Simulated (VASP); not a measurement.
Wanted: the native input for a VASP 6.6.1 run.

- Task: single point
- Functional: PBE
- Potentials or basis: VASP PAW PBE potentials, release 64 (Zr_sv, S)
- Cutoff: 500 eV
- k mesh: 6 × 6 × 2
- Occupations: gaussian, width 0.01 eV
- Spin: no spin polarisation
- Dipole correction: no
- Further INCAR settings: ALGO = Normal; EDIFF = 1e-06; NBANDS = 19

The structure of ZrS2 lies in POSCAR:

```
ZrS2
1.0
    3.6743619249      0.0000000000      0.0000000000
   -1.8371809625      3.1820907696      0.0000000000
    0.0000000000      0.0000000000      5.8571358083
Zr S
1 2
Direct
    0.0000000000      0.0000000000      0.0000000000
    0.6666666667      0.3333333333      0.7537648221
    0.3333333333      0.6666666667      0.2462351779
```

These files were run (other wordings do the same):

INCAR

```
SYSTEM = ZrS2
ALGO     = Normal         ! electronic algorithm
EDIFF    = 1E-6           ! SCF threshold, eV
ENCUT    = 500            ! plane-wave cutoff, eV
GGA      = PE             ! functional
GGA_COMPAT= .FALSE.      
ISIF     = 2              ! what is computed and relaxed
ISMEAR   = 0              ! smearing method
LASPH    = .TRUE.         ! aspherical terms in the spheres
LCHARG   = .TRUE.         ! write CHGCAR
LELF     = .TRUE.         ! ELF
LREAL    = .FALSE.        ! projectors in reciprocal space
LVHAR    = .TRUE.       
LWAVE    = .FALSE.        ! write WAVECAR
NBANDS   = 19             ! bands
NELM     = 120            ! most SCF steps
PREC     = Accurate       ! precision mode
SIGMA    = 0.01           ! smearing width, eV
```

KPOINTS

```
k-points
0
G
  6 6 2
  0 0 0
```

Potentials or basis: VASP PAW PBE potentials, release 64 (Zr_sv, S).

The run is started by

```bash
$ cat potpaw_PBE.64/Zr_sv/POTCAR potpaw_PBE.64/S/POTCAR > POTCAR
$ mpirun -np 1 vasp_std > vasp.out
```

Results of the run:

The pressure is 1.4 GPa. The largest force is 0.030 eV/Å and the band gap on the k mesh is 0.88 eV (least direct gap 1.50 eV).

Caveat: the k points lie up to 0.54 Å⁻¹ apart; this functional lacks dispersion, which binds the layers, so the pressure and a relaxed spacing across them are unreliable.

It took 44 s on 1 thread of Intel Xeon 8259CL, with other jobs on the host, peak memory 0.18 GiB.
